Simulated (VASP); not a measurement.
Crystal: HfSi2.

```xyz
6
Lattice="1.8234 -7.2959 0.0000 1.8234 7.2959 0.0000 0.0000 0.0000 3.6486" Properties=species:S:1:pos:R:3 pbc="T T T"
Hf    1.8234   -5.7530    0.9122
Hf    1.8234    5.7530    2.7365
Si    1.8234    3.6449    0.9122
Si    1.8234   -3.6449    2.7365
Si    1.8234    0.7709    2.7365
Si    1.8234   -0.7709    0.9122
```

```yaml
Program: VASP 6.6.1
Task: relaxation of cell and atoms
Functional: PBE
Potentials_or_basis: VASP PAW PBE potentials, release 64 (Hf_pv, Si)
Cutoff: 500 eV
k_mesh: 10 × 10 × 10
Occupations: gaussian, width 0.1 eV
Spin: no spin polarisation
```

At the start: pressure 2.0 GPa; volume 16.18 Å³/atom.

Task: Where does the relaxation end?

Result: Over 10 steps the energy falls by 2.0 meV/atom and the volume is 16.38 Å³/atom (+1.3 %); space group Cmcm (No. 63, to 0.05 Å).

The path:
```
step  energy change (eV)  largest force (eV/Å)  pressure (GPa)  volume (Å³)
   1              0.0000                0.1797            1.98        97.08
   2             -0.0012                0.0489           -2.05        99.92
   3             -0.0099                0.1099           -0.15        98.52
   4             -0.0114                0.0678           -0.08        98.46
   5             -0.0119                0.0231           -0.01        98.39
   6             -0.0122                0.0161           -0.02        98.36
   7             -0.0123                0.0117           -0.03        98.35
   8             -0.0123                0.0037            0.04        98.29
   9             -0.0123                0.0057            0.03        98.30
  10             -0.0123                0.0049            0.03        98.29
```

Final structure:
```
Hf Si
1.0
     1.84087   -7.29897    0.00000
     1.84087    7.29897    0.00000
     0.00000    0.00000    3.65777
Hf Si
2 4
Direct
  0.89451 0.10549 0.25000
  0.10549 0.89451 0.75000
  0.25031 0.74969 0.25000
  0.74969 0.25031 0.75000
  0.44588 0.55412 0.75000
  0.55412 0.44588 0.25000
```
